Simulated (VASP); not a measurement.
# Li2Se in VASP: a series of runs

Runs on Li2Se. Level: LDA. Tasks: single point.

All numbers are computed with VASP 6.6.1; they aren't measurements. Logs are shortened: lines on timing, memory, paths and dates and some standing lists are left out, and cuts for length are marked.

### 1 The cell of the first run

Symmetry: Fm-3m, No. 225, cubic system. Conventional cell: a = 6.005 Å, b = 6.005 Å, c = 6.005 Å, α = 90.00°, β = 90.00°, γ = 90.00°. Li (site symmetry -43m) has 4 Se at 2.60 Å and 6 Li at 3.00 Å within 3.4 Å. Within 3.4 Å of Se (site symmetry m-3m) lie 8 Li at 2.60 Å.

### 2 Single point, LDA

INCAR

```
SYSTEM = Li2Se
PREC = Accurate
ENCUT = 750
EDIFF = 1E-6
ISMEAR = 0
SIGMA = 0.02
LREAL = .FALSE.
LASPH = .TRUE.
NELM = 120
ALGO = Normal
ISIF = 2
LWAVE = .FALSE.
LCHARG = .TRUE.
LELF = .TRUE.
LVHAR = .TRUE.
NBANDS = 13
GGA_COMPAT = .FALSE.
```

KPOINTS

```
regular mesh
0
G
  6 6 6
  0 0 0
```

POSCAR

```
Li2Se
1.0
    0.0000000000      3.0025000000      3.0025000000
    3.0025000000      0.0000000000      3.0025000000
    3.0025000000      3.0025000000      0.0000000000
Li Se
2 1
Direct
    0.2500000000      0.2500000000      0.2500000000
    0.7500000000      0.7500000000      0.7500000000
    0.0000000000      0.0000000000      0.0000000000
```

Potentials or basis: VASP PAW LDA potentials, release 64 (Li_sv, Se).

The run is started by

```bash
> cat potpaw_LDA.64/Li_sv/POTCAR potpaw_LDA.64/Se/POTCAR > POTCAR
> mpirun -np 1 vasp_std > vasp.out
```

OUTCAR:

```text
SYSTEM = Li2Se
   PREC = Accurate
   ENCUT = 750
   EDIFF = 1E-6
   ISMEAR = 0
   LREAL = .FALSE.
   LASPH = .TRUE.
   NELM = 120
   ISIF = 2

 ion  position               nearest neighbor table
   1  0.250  0.250  0.250-   3 2.60   3 2.60   3 2.60   3 2.60
   2  0.750  0.750  0.750-   3 2.60   3 2.60   3 2.60   3 2.60
   3  0.000  0.000  0.000-   1 2.60   2 2.60   2 2.60   2 2.60   2 2.60   1 2.60   1 2.60   1 2.60

  LATTYP: Found a face centered cubic cell.
 ALAT       =     6.0050000000

  Lattice vectors:

 A1 = (   0.0000000000,   3.0025000000,   3.0025000000)
 A2 = (   3.0025000000,   0.0000000000,   3.0025000000)
 A3 = (   3.0025000000,   3.0025000000,   0.0000000000)

Analysis of symmetry for initial positions (statically):
=====================================================================
 Subroutine PRICEL returns:
 Original cell was already a primitive cell.

 Routine SETGRP: Setting up the symmetry group for a
 face centered cubic supercell.

 Subroutine GETGRP returns: Found 48 space group operations
 (whereof 48 operations were pure point group operations)
 out of a pool of 48 trial point group operations.

The static configuration has the point symmetry O_h .

Analysis of symmetry for dynamics (positions and initial velocities):
=====================================================================
 Subroutine PRICEL returns:
 Original cell was already a primitive cell.

 Routine SETGRP: Setting up the symmetry group for a
 face centered cubic supercell.

 Subroutine GETGRP returns: Found 48 space group operations
 (whereof 48 operations were pure point group operations)
 out of a pool of 48 trial point group operations.

The dynamic configuration has the point symmetry O_h .

 Subroutine INISYM returns: Found 48 space group operations
 (whereof 48 operations are pure point group operations),
 and found     1 'primitive' translations

----------------------------------------------------------------------------------------

                                     Primitive cell

  volume of cell :      54.1351

  direct lattice vectors                    reciprocal lattice vectors
     0.000000000  3.002500000  3.002500000    -0.166527893  0.166527893  0.166527893
     3.002500000  0.000000000  3.002500000     0.166527893 -0.166527893  0.166527893
     3.002500000  3.002500000  0.000000000     0.166527893  0.166527893 -0.166527893

  length of vectors
     4.246176221  4.246176221  4.246176221     0.288434772  0.288434772  0.288434772

  position of ions in fractional coordinates (direct lattice)
     0.250000000  0.250000000  0.250000000
     0.750000000  0.750000000  0.750000000
     0.000000000  0.000000000  0.000000000

  ion indices of the primitive-cell ions
   primitive index   ion index
                 1           1
                 2           2
                 3           3

----------------------------------------------------------------------------------------

 KPOINTS: regular mesh

Automatic generation of k-mesh.
 Grid dimensions read from file:
 generate k-points for:    6    6    6

 Generating k-lattice:

  Cartesian coordinates                     Fractional coordinates (reciprocal lattice)
    -0.027754649  0.027754649  0.027754649     0.166666667  0.000000000  0.000000000
     0.027754649 -0.027754649  0.027754649     0.000000000  0.166666667  0.000000000
     0.027754649  0.027754649 -0.027754649     0.000000000  0.000000000  0.166666667

  Length of vectors
     0.048072462  0.048072462  0.048072462

  Shift w.r.t. Gamma in fractional coordinates (k-lattice)
     0.000000000  0.000000000  0.000000000

 Subroutine IBZKPT returns following result:
 ===========================================

 Found     16 irreducible k-points:

 Following reciprocal coordinates:
            Coordinates               Weight
  0.000000  0.000000  0.000000      1.000000
  0.166667  0.000000  0.000000      8.000000
  0.333333  0.000000  0.000000      8.000000
  0.500000  0.000000  0.000000      4.000000
  0.166667  0.166667  0.000000      6.000000
  0.333333  0.166667  0.000000     24.000000
[... 8 lines left out ...]
 -0.333333  0.333333  0.166667     24.000000
 -0.333333  0.500000  0.166667     12.000000
   k-points           NKPTS =     16   k-points in BZ     NKDIM =     16   number of bands    NBANDS=     13
   number of dos      NEDOS =    301   number of ions     NIONS =      3
   total plane-waves  NPLWV =  64000
   dimension x,y,z NGX =    40 NGY =   40 NGZ =   40
   dimension x,y,z NGXF=    80 NGYF=   80 NGZF=   80
   ions per type =               2   1
   NGX,Y,Z   is equivalent  to a cutoff of  15.66, 15.66, 15.66 a.u.
   NGXF,Y,Z  is equivalent  to a cutoff of  31.32, 31.32, 31.32 a.u.
 SYSTEM =  Li2Se
   PREC   = accura    normal or accurate (medium, high low for compatibility)
   ISTART =      0    job   : 0-new  1-cont  2-samecut
   ICHARG =      2    charge: 1-file 2-atom 10-const
   ISPIN  =      1    spin polarized calculation?
   LNONCOLLINEAR =      F non collinear calculations
   LSORBIT =      F    spin-orbit coupling
   LASPH  =      T    aspherical Exc in radial PAW
   ENCUT  =  750.0 eV  55.12 Ry    7.42 a.u.   9.48  9.48  9.48*2*pi/ulx,y,z
   NELM   =    120;   NELMIN=  2; NELMDL= -5     # of ELM steps
   EDIFF  = 0.1E-05   stopping-criterion for ELM
   LREAL  =      F    real-space projection
   EDIFFG = 0.1E-04   stopping-criterion for IOM
   NSW    =      0    number of steps for IOM
   IBRION =     -1    ionic relax: 0-MD 1-quasi-New 2-CG
   NFREE  =      0    steps in history (QN), initial steepest desc. (CG)
   ISIF   =      2    stress and relaxation
   ISYM   =      2    0-nonsym 1-usesym 2-fastsym
   POTIM  = 0.5000    time-step for ionic-motion
   TEBEG  =    0.0;   TEEND  =   0.0 temperature during run
   PSTRESS=    0.0 pullay stress
   NELECT =      12.0000    total number of electrons
   NUPDOWN=      -1.0000    fix difference up-down
   EMIN   =  10.00;   EMAX   =-10.00  energy-range for DOS
   EFERMI =   0.00;   METHOD = LEGACY
   ISMEAR =     0;   SIGMA  =   0.02  broadening in eV -4-tet -1-fermi 0-gaus
   EFERMI_NEDOS =   21; number of points for ismear=-14 and -15
   IALGO  =     38    algorithm
   IMIX   =      4    mixing-type and parameters
     AMIX     =   0.40;   BMIX     =  1.00
     AMIX_MAG =   1.60;   BMIX_MAG =  1.00
  volume/ion in A,a.u.               =      18.05       121.77
  Fermi-wavevector in a.u.,A,eV,Ry     =   0.990776  1.872296 13.355989  0.981637
  Thomas-Fermi vector in A             =   2.122471
   LORBIT       =      0    0 simple, 1 ext, 2 COOP (PROOUT), +10 PAW based schemes
   GGA     = CA    functional components
   LHFCALC =     F    Hartree Fock is set to
   AEXX    =    0.0000 exact exchange contribution
   IVDW    =     0    specifies the selected vdW correction
   LEPSILON=     F    determine dielectric tensor
   LRPA    =     F    only Hartree local field effects (RPA)
 non-spin polarized calculation
 Gauss-broadening in eV      SIGMA  =   0.02
  energy-cutoff  :      750.00
  volume of cell :       54.14
 maximum number of plane-waves:      2565
 NGX is ok and might be reduce to    40
   NGX = 19   NGY = 19   NGZ = 19

 number of electron      12.0000003 magnetization

 Free energy of the ion-electron system (eV)
  ---------------------------------------------------
  ext. energy  EPLUGINS =         0.00000000
  ---------------------------------------------------
  free energy    TOTEN  =       -12.14448372 eV

  energy without entropy =      -12.14448372  energy(sigma->0) =      -12.14448372

 E-fermi :   1.1511     XC(G=0):  -8.5376

 val. band max:        0.9733763318   @ k =   0.0000   0.0000   0.0000
 cond. band min:       3.7811454174   @ k =   0.5000   0.5000   0.0000
 fundamental gap:      2.8077690856
 Fermi energy:         1.1511268776

 k-point     1 :       0.0000    0.0000    0.0000
  band No.  band energies     occupation
      1     -42.7486      2.00000
      2     -42.7217      2.00000
      3     -10.4462      2.00000
      4       0.9734      2.00000
      5       0.9734      2.00000
      6       0.9734      2.00000
      7       4.1791      0.00000
      8       6.4439      0.00000
      9       6.4439      0.00000
     10       6.4439      0.00000
     11      11.5342      0.00000
     12      11.5343      0.00000
     13      11.6755      0.00000

 k-point     2 :       0.1667    0.0000    0.0000
  band No.  band energies     occupation
      1     -42.7467      2.00000
      2     -42.7233      2.00000
      3     -10.3639      2.00000
      4      -0.0708      2.00000
      5       0.8160      2.00000
      6       0.8160      2.00000
      7       4.9162      0.00000
      8       6.8073      0.00000
      9       6.8073      0.00000
     10       7.0879      0.00000
     11       9.9789      0.00000
     12       9.9789      0.00000
     13      11.8859      0.00000

 k-point     3 :       0.3333    0.0000    0.0000
  band No.  band energies     occupation
      1     -42.7415      2.00000
      2     -42.7280      2.00000
      3     -10.1854      2.00000
      4      -1.4258      2.00000
      5       0.5507      2.00000
      6       0.5507      2.00000
      7       5.6527      0.00000
      8       6.9575      0.00000
      9       6.9575      0.00000
     10       8.2669      0.00000
     11      10.4255      0.00000
     12      10.4255      0.00000
     13      12.5895      0.00000
[... 177 lines left out ...]
 k-point    15 :      -0.3333    0.3333    0.1667
  band No.  band energies     occupation
      1     -42.7345      2.00000
      2     -42.7345      2.00000
      3     -10.0026      2.00000
      4      -1.4522      2.00000
      5      -0.6632      2.00000
      6      -0.2542      2.00000
      7       6.1044      0.00000
      8       6.8260      0.00000
      9       9.1096      0.00000
     10       9.5585      0.00000
     11       9.6844      0.00000
     12      11.6154      0.00000
     13      13.4215      0.00000

 k-point    16 :      -0.3333    0.5000    0.1667
  band No.  band energies     occupation
      1     -42.7367      2.00000
      2     -42.7322      2.00000
      3      -9.9748      2.00000
      4      -1.1372      2.00000
      5      -0.7494      2.00000
      6      -0.7315      2.00000
      7       5.0764      0.00000
      8       7.9380      0.00000
      9       8.3469      0.00000
     10      10.1204      0.00000
     11      11.4316      0.00000
     12      12.2966      0.00000
     13      12.7789      0.00000

------------------------ aborting loop because EDIFF is reached ----------------------------------------

  FORCE on cell =-STRESS in cart. coord.  units (eV):
  Direction    XX          YY          ZZ          XY          YZ          ZX
  --------------------------------------------------------------------------------------
  -------------------------------------------------------------------------------------
  Total       -0.8819952     -0.8819952     -0.8819952      0.0000000      0.0000000      0.0000000
  in kB      -26.1034398    -26.1034398    -26.1034398      0.0000000      0.0000000      0.0000000
  external PRESSURE =     -26.1034398 kB  Pullay stress =       0.0000000 kB

 VOLUME and BASIS-vectors are now :
 -----------------------------------------------------------------------------
  energy-cutoff  :      750.00
  volume of cell :       54.14
      direct lattice vectors                 reciprocal lattice vectors
     0.000000000  3.002500000  3.002500000    -0.166527893  0.166527893  0.166527893
     3.002500000  0.000000000  3.002500000     0.166527893 -0.166527893  0.166527893
     3.002500000  3.002500000  0.000000000     0.166527893  0.166527893 -0.166527893

 POSITION                                       TOTAL-FORCE (eV/Angst)
 -----------------------------------------------------------------------------------
      1.50125      1.50125      1.50125        -0.000000     -0.000000     -0.000000
      4.50375      4.50375      4.50375         0.000000      0.000000      0.000000
      0.00000      0.00000      0.00000        -0.000000      0.000000     -0.000000
 -----------------------------------------------------------------------------------
    total drift:                                0.000000     -0.000000      0.000000

  FREE ENERGIE OF THE ION-ELECTRON SYSTEM (eV)
  ---------------------------------------------------
  free  energy   TOTEN  =       -12.1444837150 eV

  energy  without entropy=      -12.1444837150  energy(sigma->0) =      -12.14448372
```

It took 15 s on 1 thread of AMD EPYC 7R13 (Zen 3), shared host; peak memory 0.16 GiB.

What came out:

```
Free energy            : -12.1445 eV
Pressure               : -2.6 GPa
Band gap on the k mesh : 2.81 eV, indirect (least direct gap 3.21 eV)
```

Levels at points of the mesh, in eV from the valence-band top:
```csv
k point,band 4,band 5,band 6,band 7,band 8,band 9
"(0.00, 0.00, 0.00)",0.00,0.00,0.00,3.21,5.47,5.47
"(0.50, 0.00, 0.00)",-2.94,-0.54,-0.54,4.97,5.82,5.82
"(0.50, 0.50, 0.00)",-2.29,-1.47,-1.47,2.81,6.10,10.10
```

A k mesh can miss the band edges.

### 3 Single point, LDA

INCAR

```
SYSTEM = Li2Se
  PREC = Accurate
  ENCUT = 750
  EDIFF = 1E-6
  ISMEAR = 0
  SIGMA = 0.02
  LREAL = .FALSE.
  LASPH = .TRUE.
  NELM = 120
  ALGO = Normal
  ISIF = 2
  LWAVE = .FALSE.
  LCHARG = .FALSE.
  NBANDS = 13
  GGA_COMPAT = .FALSE.
```

KPOINTS is that of step 2.

POSCAR

```
Li2Se
1.0
   -0.0300250000      3.0025000000      3.0025000000
    3.0025000000     -0.0300250000      3.0025000000
    2.9724750000      2.9724750000      0.0000000000
Li Se
2 1
Direct
    0.2500000000      0.2500000000      0.2500000000
    0.7500000000      0.7500000000      0.7500000000
    0.0000000000      0.0000000000      0.0000000000
```

Potentials or basis: VASP PAW LDA potentials, release 64 (Li_sv, Se).

The run is started by

```bash
> cat potpaw_LDA.64/Li_sv/POTCAR potpaw_LDA.64/Se/POTCAR > POTCAR
> mpirun -np 1 vasp_std > vasp.out
```

It took 34 s on 1 thread of AMD EPYC 7R13 (Zen 3), shared host; peak memory 0.19 GiB.

The run converged. Its results:

```
Free energy            : -12.1427 eV
Pressure               : -2.6 GPa
Largest force          : 0.016 eV/Å
Band gap on the k mesh : 2.78 eV, indirect (least direct gap 3.17 eV)
```

Forces on the atoms (eV/Å):
```
Li   0.000  0.000  0.016
Li   0.000  0.000 -0.016
Se   0.000  0.000  0.000
```

Stress tensor (GPa, compression positive):
```
-2.59  0.55  0.00
 0.55 -2.59  0.00
 0.00  0.00 -2.60
```

Levels at points of the mesh, in eV from the valence-band top:
| k point | band 2 | band 3 | band 4 | band 5 | band 6 | band 7 | band 8 | band 9 | band 10 | band 11 |
| --- | --- | --- | --- | --- | --- | --- | --- | --- | --- | --- |
| (0.00, 0.00, 0.00) | -43.72 | -11.45 | -0.05 | -0.03 | 0.00 | 3.17 | 5.34 | 5.45 | 5.55 | 10.53 |
| (0.50, 0.00, 0.00) | -43.73 | -11.10 | -2.96 | -0.54 | -0.53 | 4.96 | 5.79 | 5.88 | 7.73 | 11.11 |
| (0.50, 0.50, 0.00) | -43.73 | -10.98 | -2.31 | -1.56 | -1.43 | 2.78 | 6.08 | 10.04 | 10.12 | 11.19 |
| (0.00, 0.00, 0.50) | -43.73 | -11.08 | -2.96 | -0.59 | -0.59 | 4.92 | 5.71 | 5.80 | 7.74 | 11.15 |
| (0.50, 0.00, 0.50) | -43.73 | -10.98 | -2.32 | -1.49 | -1.49 | 2.78 | 6.07 | 10.05 | 10.08 | 11.21 |
